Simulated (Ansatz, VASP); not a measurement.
# One calculation of Ca7TiO8, two programs

```
CELL_PARAMETERS angstrom
0.00000 4.81500 4.81500
4.81500 0.00000 4.81500
4.81500 4.81500 0.00000
ATOMIC_POSITIONS crystal
Ti 0.00000 0.00000 0.00000
Ca 0.00000 0.00000 0.50000
Ca 0.00000 0.50000 0.00000
Ca 0.00000 0.50000 0.50000
Ca 0.50000 0.00000 0.00000
Ca 0.50000 0.00000 0.50000
Ca 0.50000 0.50000 0.00000
Ca 0.50000 0.50000 0.50000
O 0.25000 0.25000 0.25000
O 0.24431 0.24431 0.75569
O 0.24431 0.75569 0.24431
O 0.24431 0.75569 0.75569
O 0.75569 0.24431 0.24431
O 0.75569 0.24431 0.75569
O 0.75569 0.75569 0.24431
O 0.75000 0.75000 0.75000
```

Alike in both runs: functional PBEsol; k mesh 3 × 3 × 3; occupations gaussian, width 0.05 eV; collinear spin; Hubbard terms Ti d U = 3.0 eV.

Ansatz relaxed the structure, and its values are those at the end. VASP's run is a single point on that final structure, the one shown.

|  | VASP | Ansatz |
| --- | --- | --- |
| version | VASP 6.6.1 | Ansatz 0.2.0 |
| potentials or method | VASP PAW PBE potentials, release 64 (Ti_sv, Ca_sv, O), cutoff 520 eV | scalar-relativistic, plane waves, PAW |
| valence electrons in the cell | 130 | 130 |

Ansatz gave:

- gap on the k mesh at the Fermi level (eV): none
- pressure (GPa): -7.1
- rms of the force components (eV/Å): 0.001
- net moment per atom (μB): 0.13
- size of the moment on the site where the two differ most (μB): 1.35

Estimate VASP's values.

gap on the k mesh at the Fermi level (eV): none; pressure (GPa): -6.7; rms of the force components (eV/Å): 0.031; net moment per atom (μB): 0.13; size of the moment on the site where the two differ most (μB): 1.46.

VASP's potentials were made for PBE, not for PBEsol. Site moments also hang on the region over which each program counts them. The programs project onto different local orbitals, so the same U acts differently, and such runs can settle in different states. A gap of «none» marks a metal or a gap that the smearing closes. Ansatz's warnings: filled band counts differ across k points, stress scf threshold loose.

The k mesh is coarse, so the values compare programs but aren't converged.
